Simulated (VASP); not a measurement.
The system is Bi7Sb.

```
Sb Bi
1.0
     9.01496    0.00000    0.00000
     4.50748   -7.80718    0.00000
     4.50748   -2.60239   -7.82820
Sb Bi
2 14
Direct
  0.11700 0.61700 0.14900
  0.61700 0.11700 0.64900
  0.11700 0.11700 0.14900
  0.11700 0.61700 0.64900
  0.11700 0.11700 0.64900
  0.61700 0.61700 0.14900
  0.61700 0.11700 0.14900
  0.61700 0.61700 0.64900
  0.38300 0.88300 0.35100
  0.38300 0.38300 0.35100
  0.38300 0.88300 0.85100
  0.38300 0.38300 0.85100
  0.88300 0.88300 0.35100
  0.88300 0.38300 0.35100
  0.88300 0.88300 0.85100
  0.88300 0.38300 0.85100
```

```yaml
Program: VASP 6.6.1
Task: relaxation of cell and atoms
Functional: PBE
Dispersion: D3(BJ)
Potentials_or_basis: VASP PAW PBE potentials, release 64 (Sb, Bi_d)
Cutoff: 600 eV
k_mesh: 6 × 6 × 4
Occupations: gaussian, width 0.03 eV
Spin: no spin polarisation
```

At the start: pressure 0.1 GPa; volume 34.43 Å³/atom.

Q: How do energy, volume and symmetry change on relaxing?

A: Over 10 steps the energy falls by 5.5 meV/atom and the volume is 34.06 Å³/atom (-1.1 %); space group R3m (No. 160, to 0.1 Å) before and after.

The path:
| step | energy change (eV) | largest force (eV/Å) | pressure (GPa) | volume (Å³) |
| --- | --- | --- | --- | --- |
| 1 | 0.0000 | 0.3223 | 0.14 | 550.96 |
| 2 | -0.0473 | 0.1608 | -0.32 | 553.39 |
| 3 | -0.0586 | 0.0812 | -0.66 | 555.35 |
| 4 | -0.0832 | 0.0250 | -0.06 | 547.06 |
| 5 | -0.0834 | 0.0369 | 0.01 | 546.19 |
| 6 | -0.0851 | 0.0357 | 0.00 | 545.94 |
| 7 | -0.0873 | 0.0330 | 0.00 | 545.32 |
| 8 | -0.0875 | 0.0319 | 0.00 | 545.07 |
| 9 | -0.0877 | 0.0177 | -0.01 | 545.04 |
| 10 | -0.0878 | 0.0092 | -0.03 | 545.01 |

Final structure:
```xyz
16
Lattice="9.0178 0.0000 0.0000 4.5089 -7.8096 0.0000 4.5089 -2.6032 -7.7389" Properties=species:S:1:pos:R:3 pbc="T T T"
Sb    4.5089   -5.2064   -1.1539
Sb    9.0178   -2.6032   -5.0233
Bi    2.2525   -1.3027   -1.1094
Bi    6.7652   -6.5091   -4.9788
Bi    4.5089   -2.6010   -4.9788
Bi    9.0178   -5.2042   -1.1094
Bi    6.7652   -1.3027   -1.1094
Bi   11.2703   -6.5091   -4.9788
Bi    9.0178   -7.8096   -2.7557
Bi    6.7361   -3.9206   -2.7467
Bi   11.2995   -9.1270   -6.6161
Bi    9.0178   -5.1749   -6.6161
Bi   13.5267   -7.7781   -2.7467
Bi   11.2995   -3.9206   -2.7467
Bi   15.7538   -9.1270   -6.6161
Bi   13.5267   -5.2064   -6.6251
```
